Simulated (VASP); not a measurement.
A run of VASP 6.6.1 is set up as follows.

Contents of POSCAR:

```
Ag
1.0
    0.0000000000      1.9613760000      2.1248240000
    1.9613760000      0.0000000000      2.1248240000
    1.9613760000      1.9613760000      0.0000000000
Ag
1
Direct
    0.0000000000      0.0000000000      0.0000000000
```

The input INCAR.step1:

```
SYSTEM = Ag
PREC     = Accurate       ! precision mode
ENCUT    = 520            ! plane-wave cutoff, eV
ISMEAR   = 0              ! smearing method
SIGMA    = 0.15           ! smearing width, eV
LREAL    = .FALSE.        ! projectors in reciprocal space
LASPH    = .TRUE.         ! aspherical terms in the spheres
NELM     = 60             ! most SCF steps
NBANDS   = 12             ! bands
GGA      = PE             ! functional
ALGO     = Normal         ! electronic algorithm
EDIFF    = 1E-4           ! SCF threshold, eV
LWAVE    = .TRUE.         ! write WAVECAR
LCHARG   = .FALSE.        ! write CHGCAR
```

File INCAR.step2:

```
SYSTEM = Ag
PREC     = Accurate       ! precision mode
ENCUT    = 520            ! plane-wave cutoff, eV
EDIFF    = 1E-6           ! SCF threshold, eV
ISMEAR   = 0              ! smearing method
SIGMA    = 0.15           ! smearing width, eV
LREAL    = .FALSE.        ! projectors in reciprocal space
LASPH    = .TRUE.         ! aspherical terms in the spheres
NELM     = 60             ! most SCF steps
ALGO     = Normal         ! electronic algorithm
ISIF     = 2              ! what is computed and relaxed
LWAVE    = .FALSE.        ! write WAVECAR
LCHARG   = .TRUE.         ! write CHGCAR
METAGGA  = R2SCAN         ! meta-GGA
LMIXTAU  = .TRUE.       
LELF     = .TRUE.         ! ELF
LVHAR    = .TRUE.       
NBANDS   = 12             ! bands
ISTART   = 1
```

KPOINTS

```
regular mesh
0
G
  20 20 20
  0 0 0
```

Potentials or basis: VASP PAW PBE potentials, release 64 (Ag).

Command:

```bash
$ cat potpaw_PBE.64/Ag/POTCAR > POTCAR
$ cp INCAR.step1 INCAR
$ mpirun -np 1 vasp_std > vasp.out
$ cp INCAR.step2 INCAR
$ mpirun -np 1 vasp_std > vasp.out
```

(1) Predict the band gap on the k mesh.

(2) Estimate the pressure.

## Answers

(1) zero (an odd number of electrons rules out a gap without spin polarisation).

(2) 7.3 GPa.

Caveat: the cell differs from its parent crystal (strain -0.040 along x and y, +0.040 along z); the cell stands under pressure; the PAW data sets were made with another functional, which shifts forces and pressure a little.
